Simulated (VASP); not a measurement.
Runs of VASP 6.6.1 on Zn3F. The structure is that of space group Pm-3m (No. 221), or close to it. The cells are those of the table. The cell was generated, and may not be a known phase.

| task | cell | k mesh | cutoff (eV) | gap on the mesh (eV) | pressure (GPa) | relaxed volume (Å³/atom) |
| --- | --- | --- | --- | --- | --- | --- |
| relaxation of cell and atoms | relaxed from a = 3.952 Å, 4 atoms | 12 × 12 × 12 | 600 | none | 0.0 | 15.46 |
| single point | a = 3.582 Å, 4 atoms | 6 × 6 × 6 | 520 | none | 34.3 | - |
| relaxation of cell and atoms | relaxed from a = 3.582 Å, 4 atoms | 6 × 6 × 6 | 600 | none | 0.0 | (a) |
| single point | a = 3.952 Å, 4 atoms | 6 × 6 × 6 | 520 | none | 0.1 | - |
| single point | a = 3.955 Å, 4 atoms | 12 × 12 × 12 | 520 | none | 0.1 | - |

Alike in all rows: level PBE; potentials or basis VASP PAW PBE potentials, release 64 (Zn, F); no spin polarisation; smearing gaussian 0.1 eV.

Question: Fill in the values left out.

Answer: (a) 15.43.

Caveats: an odd number of electrons without spin polarisation forces a metal; a magnetic or distorted state may lie lower; the cell stands under pressure (at least some runs); the volume moved by over 15 % at a fixed basis, so the end points are rough (at least some runs).

A gap of «none» marks levels without a gap at the run's occupations.
